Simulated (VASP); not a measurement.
# HfN (I4/mmm) in VASP: a series of runs

HfN is run at these levels: r2SCAN; tasks: single point.

Program: VASP 6.6.1. These are calculated values, not measurements. Logs are shortened: lines on timing, memory, paths and dates and some standing lists are left out, and cuts for length are marked.

## (1) The cell of the first run

The structure is tetragonal, space group I4/mmm (No. 139). Conventional cell: a = 3.131 Å, b = 3.131 Å, c = 4.518 Å, α = 90.00°, β = 90.00°, γ = 90.00°. Hf (site symmetry 4/mmm) has 6 N at 2.21 to 2.26 Å within 2.9 Å. Within 2.9 Å of N (site symmetry 4/mmm) lie 6 Hf at 2.21 to 2.26 Å.

## (2) Single point, r2SCAN (strain -0.0200 x Voigt [1, 1, 0, 0, 0, 0])

POSCAR

```
HfN
1.0
    0.0000000000      2.2138200000      2.2590000000
    2.2138200000      0.0000000000      2.2590000000
    2.2138200000      2.2138200000      0.0000000000
Hf N
1 1
Direct
    0.0000000000      0.0000000000      0.0000000000
    0.5000000000      0.5000000000      0.5000000000
```

INCAR.step1

```
SYSTEM = HfN
PREC = Accurate
ENCUT = 520
ISMEAR = 0
SIGMA = 0.15
LREAL = .False.
LASPH = .True.
NELM = 60
NBANDS = 14
GGA = PE
ALGO = Normal
EDIFF = 1E-4
LWAVE = .True.
LCHARG = .False.
```

INCAR.step2

```
SYSTEM = HfN
PREC = Accurate
ENCUT = 520
EDIFF = 1E-6
ISMEAR = 0
SIGMA = 0.15
LREAL = .False.
LASPH = .True.
NELM = 60
ALGO = Normal
ISIF = 2
LWAVE = .False.
LCHARG = .True.
METAGGA = R2SCAN
LMIXTAU = .True.
LELF = .True.
LVHAR = .True.
NBANDS = 14
ISTART = 1
```

KPOINTS

```
Automatic mesh
0
Gamma
  18 18 18
  0 0 0
```

Potentials or basis: VASP PAW PBE potentials, release 64 (Hf_pv, N).

On the command line:

```sh
cat potpaw_PBE.64/Hf_pv/POTCAR potpaw_PBE.64/N/POTCAR > POTCAR
cp INCAR.step1 INCAR
mpirun -np 1 vasp_std > vasp.out
cp INCAR.step2 INCAR
mpirun -np 1 vasp_std > vasp.out
```

OUTCAR:

```text
SYSTEM = HfN
   PREC = Accurate
   ENCUT = 520
   EDIFF = 1E-6
   ISMEAR = 0
   LREAL = .False.
   LASPH = .True.
   NELM = 60
   ISIF = 2
   METAGGA = R2SCAN
   ISTART = 1

 ion  position               nearest neighbor table
   1  0.000  0.000  0.000-   2 2.21   2 2.21   2 2.21   2 2.21   2 2.26   2 2.26
   2  0.500  0.500  0.500-   1 2.21   1 2.21   1 2.21   1 2.21   1 2.26   1 2.26

  LATTYP: Found a body centered tetragonal cell.
 ALAT       =     3.1308142687
 C/A-ratio  =     1.4430750636

  Lattice vectors:

 A1 = (  -2.2138200000,   0.0000000000,   2.2590000000)
 A2 = (   2.2138200000,   0.0000000000,   2.2590000000)
 A3 = (   0.0000000000,   2.2138200000,  -2.2590000000)

Analysis of symmetry for initial positions (statically):
=====================================================================
 Subroutine PRICEL returns:
 Original cell was already a primitive cell.

 Routine SETGRP: Setting up the symmetry group for a
 body centered tetragonal supercell.

 Subroutine GETGRP returns: Found 16 space group operations
 (whereof 16 operations were pure point group operations)
 out of a pool of 16 trial point group operations.

The static configuration has the point symmetry D_4h.

Analysis of symmetry for dynamics (positions and initial velocities):
=====================================================================
 Subroutine PRICEL returns:
 Original cell was already a primitive cell.

 Routine SETGRP: Setting up the symmetry group for a
 body centered tetragonal supercell.

 Subroutine GETGRP returns: Found 16 space group operations
 (whereof 16 operations were pure point group operations)
 out of a pool of 16 trial point group operations.

The dynamic configuration has the point symmetry D_4h.

 Subroutine INISYM returns: Found 16 space group operations
 (whereof 16 operations are pure point group operations),
 and found     1 'primitive' translations

----------------------------------------------------------------------------------------

                                     Primitive cell

  volume of cell :      22.1427

  direct lattice vectors                    reciprocal lattice vectors
     0.000000000  2.213820000  2.259000000    -0.225853954  0.225853954  0.221336875
     2.213820000  0.000000000  2.259000000     0.225853954 -0.225853954  0.221336875
     2.213820000  2.213820000  0.000000000     0.225853954  0.225853954 -0.221336875

  length of vectors
     3.162922698  3.162922698  3.130814269     0.388600089  0.388600089  0.388600089

  position of ions in fractional coordinates (direct lattice)
     0.000000000  0.000000000  0.000000000
     0.500000000  0.500000000  0.500000000

  ion indices of the primitive-cell ions
   primitive index   ion index
                 1           1
                 2           2

----------------------------------------------------------------------------------------

 KPOINTS: Automatic mesh

Automatic generation of k-mesh.
 Grid dimensions read from file:
 generate k-points for:   18   18   18

 Generating k-lattice:

  Cartesian coordinates                     Fractional coordinates (reciprocal lattice)
    -0.012547442  0.012547442  0.012296493     0.055555556  0.000000000  0.000000000
     0.012547442 -0.012547442  0.012296493     0.000000000  0.055555556  0.000000000
     0.012547442  0.012547442 -0.012296493    -0.000000000 -0.000000000  0.055555556

  Length of vectors
     0.021588894  0.021588894  0.021588894

  Shift w.r.t. Gamma in fractional coordinates (k-lattice)
     0.000000000  0.000000000  0.000000000

 Subroutine IBZKPT returns following result:
 ===========================================

 Found    480 irreducible k-points:

 Following reciprocal coordinates:
            Coordinates               Weight
  0.000000  0.000000  0.000000      1.000000
  0.055556  0.000000  0.000000      8.000000
  0.111111  0.000000  0.000000      8.000000
  0.166667  0.000000  0.000000      8.000000
  0.222222  0.000000  0.000000      8.000000
  0.277778  0.000000  0.000000      8.000000
[... 16 lines left out ...]
 -0.277778  0.055556  0.000000      8.000000
 -0.222222  0.055556  0.000000      8.000000
 [... further k-points ...]
   k-points           NKPTS =    480   k-points in BZ     NKDIM =    480   number of bands    NBANDS=     14
   number of dos      NEDOS =    301   number of ions     NIONS =      2
   total plane-waves  NPLWV =  13824
   dimension x,y,z NGX =    24 NGY =   24 NGZ =   24
   dimension x,y,z NGXF=    48 NGYF=   48 NGZF=   48
   ions per type =               1   1
   NGX,Y,Z   is equivalent  to a cutoff of  12.61, 12.61, 12.74 a.u.
   NGXF,Y,Z  is equivalent  to a cutoff of  25.23, 25.23, 25.49 a.u.
 SYSTEM =  HfN
   PREC   = accura    normal or accurate (medium, high low for compatibility)
   ISTART =      1    job   : 0-new  1-cont  2-samecut
   ICHARG =      0    charge: 1-file 2-atom 10-const
   ISPIN  =      1    spin polarized calculation?
   LNONCOLLINEAR =      F non collinear calculations
   LSORBIT =      F    spin-orbit coupling
   LASPH  =      T    aspherical Exc in radial PAW
   ENCUT  =  520.0 eV  38.22 Ry    6.18 a.u.   5.88  5.88  5.82*2*pi/ulx,y,z
   NELM   =     60;   NELMIN=  2; NELMDL=  0     # of ELM steps
   EDIFF  = 0.1E-05   stopping-criterion for ELM
   LREAL  =      F    real-space projection
   EDIFFG = 0.1E-04   stopping-criterion for IOM
   NSW    =      0    number of steps for IOM
   IBRION =     -1    ionic relax: 0-MD 1-quasi-New 2-CG
   NFREE  =      0    steps in history (QN), initial steepest desc. (CG)
   ISIF   =      2    stress and relaxation
   ISYM   =      2    0-nonsym 1-usesym 2-fastsym
   POTIM  = 0.5000    time-step for ionic-motion
   TEBEG  =    0.0;   TEEND  =   0.0 temperature during run
   PSTRESS=    0.0 pullay stress
   NELECT =      15.0000    total number of electrons
   NUPDOWN=      -1.0000    fix difference up-down
   EMIN   =  10.00;   EMAX   =-10.00  energy-range for DOS
   EFERMI =   0.00;   METHOD = LEGACY
   ISMEAR =     0;   SIGMA  =   0.15  broadening in eV -4-tet -1-fermi 0-gaus
   EFERMI_NEDOS =   21; number of points for ismear=-14 and -15
   IALGO  =     38    algorithm
   IMIX   =      4    mixing-type and parameters
     AMIX     =   0.40;   BMIX     =  1.00
     AMIX_MAG =   1.60;   BMIX_MAG =  1.00
  volume/ion in A,a.u.               =      11.07        74.71
  Fermi-wavevector in a.u.,A,eV,Ry     =   1.437788  2.717026 28.126446  2.067235
  Thomas-Fermi vector in A             =   2.556827
   LORBIT       =      0    0 simple, 1 ext, 2 COOP (PROOUT), +10 PAW based schemes
   METAGGA = R2SCAN    functional components
   LHFCALC =     F    Hartree Fock is set to
   AEXX    =    0.0000 exact exchange contribution
   IVDW    =     0    specifies the selected vdW correction
   LEPSILON=     F    determine dielectric tensor
   LRPA    =     F    only Hartree local field effects (RPA)
 non-spin polarized calculation
 Gauss-broadening in eV      SIGMA  =   0.15
  energy-cutoff  :      520.00
  volume of cell :       22.14
 maximum number of plane-waves:       612
   NGX = 11   NGY = 11   NGZ = 11

 number of electron      15.0000001 magnetization

 Free energy of the ion-electron system (eV)
  ---------------------------------------------------
  ext. energy  EPLUGINS =         0.00000000
  ---------------------------------------------------
  free energy    TOTEN  =       -58.19893276 eV

  energy without entropy =      -58.19247174  energy(sigma->0) =      -58.19570225

 E-fermi :   8.8900     XC(G=0): -13.8008

 val. band max:        8.8882515779   @ k =   0.5000   0.0556   0.2222
 cond. band min:       8.8978263479   @ k =  -0.1111   0.0556   0.0000
 fundamental gap:      0.0095747700
 Fermi energy:         8.8900274487

 k-point     1 :       0.0000    0.0000    0.0000
  band No.  band energies     occupation
      1     -23.4896      2.00000
      2     -23.4670      2.00000
      3     -23.4670      2.00000
      4     -10.0521      2.00000
      5       5.3471      2.00000
      6       5.4524      2.00000
      7       5.4524      2.00000
      8       8.3741      2.00000
      9       8.6192      1.98934
     10       8.6192      1.98934
     11      10.6332      0.00000
     12      11.1607      0.00000
     13      11.5933      0.00000
     14      19.0520      0.00000

 k-point     2 :       0.0556    0.0000    0.0000
  band No.  band energies     occupation
      1     -23.5158      2.00000
      2     -23.4824      2.00000
      3     -23.4694      2.00000
      4      -9.9733      2.00000
      5       5.0710      2.00000
      6       5.2050      2.00000
      7       5.2541      2.00000
      8       8.4948      1.99981
      9       8.7131      1.90466
     10       8.7272      1.87514
     11      10.8870      0.00000
     12      11.4255      0.00000
     13      11.8256      0.00000
     14      19.3132      0.00000

 k-point     3 :       0.1111    0.0000    0.0000
  band No.  band energies     occupation
      1     -23.6212      2.00000
      2     -23.4948      2.00000
      3     -23.4761      2.00000
      4      -9.7456      2.00000
      5       4.3080      2.00000
      6       4.7047      2.00000
      7       4.7676      2.00000
      8       8.7665      1.75587
      9       8.9473      0.58936
     10       9.0210      0.21703
     11      11.5657      0.00000
     12      12.1350      0.00000
     13      12.4493      0.00000
     14      20.0501      0.00000

 k-point     4 :       0.1667    0.0000    0.0000
  band No.  band energies     occupation
      1     -23.7817      2.00000
      2     -23.5100      2.00000
      3     -23.4863      2.00000
      4      -9.3928      2.00000
      5       3.3491      2.00000
      6       4.1117      2.00000
      7       4.1697      2.00000
      8       9.0327      0.17865
      9       9.3785      0.00000
     10       9.4638      0.00000
     11      12.4963      0.00000
     12      13.1263      0.00000
     13      13.3050      0.00000
     14      20.0842      0.00000

 k-point     5 :       0.2222    0.0000    0.0000
  band No.  band energies     occupation
      1     -23.9718      2.00000
      2     -23.5281      2.00000
      3     -23.4988      2.00000
      4      -8.9496      2.00000
      5       2.3569      2.00000
      6       3.5277      2.00000
      7       3.5753      2.00000
      8       9.3460      0.00002
      9       9.9790      0.00000
     10      10.0351      0.00000
     11      13.5103      0.00000
[... 276 lines left out ...]
 k-point    22 :      -0.3333    0.0556    0.0000
  band No.  band energies     occupation
      1     -24.3912      2.00000
      2     -23.6066      2.00000
      3     -23.5175      2.00000
      4      -7.7969      2.00000
      5       0.3334      2.00000
      6       2.3777      2.00000
      7       2.6018      2.00000
      8      10.4515      0.00000
      9      11.3779      0.00000
     10      12.3296      0.00000
     11      14.5696      0.00000
     12      16.3432      0.00000
     13      17.5143      0.00000
     14      20.0840      0.00000

 k-point    23 :      -0.2778    0.0556    0.0000
  band No.  band energies     occupation
      1     -24.2312      2.00000
      2     -23.5917      2.00000
      3     -23.5024      2.00000
      4      -8.2516      2.00000
      5       1.0712      2.00000
      6       2.7209      2.00000
      7       3.0167      2.00000
      8       9.8476      0.00000
      9      10.6528      0.00000
     10      11.6025      0.00000
     11      13.8797      0.00000
     12      15.7430      0.00000
     13      16.4760      0.00000
     14      20.0840      0.00000

 k-point    24 :      -0.2222    0.0556    0.0000
  band No.  band energies     occupation
      1     -24.0463      2.00000
      2     -23.5724      2.00000
      3     -23.4882      2.00000
      4      -8.7313      2.00000
      5       1.9299      2.00000
      6       3.1732      2.00000
      7       3.5235      2.00000
      8       9.4029      0.00000
      9       9.9852      0.00000
     10      10.8331      0.00000
     11      12.9083      0.00000
     12      15.0082      0.00000
     13      15.3230      0.00000
     14      20.0841      0.00000

 [... further k-points ...]
[... 5 lines left out ...]
  --------------------------------------------------------------------------------------
  -------------------------------------------------------------------------------------
  Total        2.1346696      2.1346696      0.5418431      0.0000000      0.0000000      0.0000000
  in kB      154.4580035    154.4580035     39.2060649      0.0000000      0.0000000      0.0000000
  external PRESSURE =     116.0406906 kB  Pullay stress =       0.0000000 kB

 VOLUME and BASIS-vectors are now :
 -----------------------------------------------------------------------------
  energy-cutoff  :      520.00
  volume of cell :       22.14
      direct lattice vectors                 reciprocal lattice vectors
     0.000000000  2.213820000  2.259000000    -0.225853954  0.225853954  0.221336875
     2.213820000  0.000000000  2.259000000     0.225853954 -0.225853954  0.221336875
     2.213820000  2.213820000  0.000000000     0.225853954  0.225853954 -0.221336875

 POSITION                                       TOTAL-FORCE (eV/Angst)
 -----------------------------------------------------------------------------------
      0.00000      0.00000      0.00000        -0.000000      0.000000      0.000000
      2.21382      2.21382      2.25900         0.000000     -0.000000      0.000000
 -----------------------------------------------------------------------------------
    total drift:                                0.000000     -0.000000     -0.000000

  FREE ENERGIE OF THE ION-ELECTRON SYSTEM (eV)
  ---------------------------------------------------
  free  energy   TOTEN  =       -58.1989327623 eV

  energy  without entropy=      -58.1924717381  energy(sigma->0) =      -58.19570225
```

Run time: 6.4 min. Hardware: 1 thread of Intel Xeon Platinum 8259CL at 2.50GHz (Skylake/Cascade Lake), shared host; peak memory 0.27 GiB.

What came out:

```yaml
Free_energy: -58.1989 eV
Pressure: 11.6 GPa
Band_gap_on_the_k_mesh: zero (an odd number of electrons rules out a gap without spin polarisation)
```

Caveat: the cell differs from its parent crystal (strain -0.0200 x Voigt [1, 1, 0, 0, 0, 0]); the stress differs along the axes, from 4 to 15 GPa; the PAW data sets were made with another functional, which shifts forces and pressure a little; spin-orbit coupling is left out, which moves the levels of the heavy elements; an odd number of electrons without spin polarisation forces a metal; a magnetic or distorted state may lie lower.

[end of part 1 of 2]
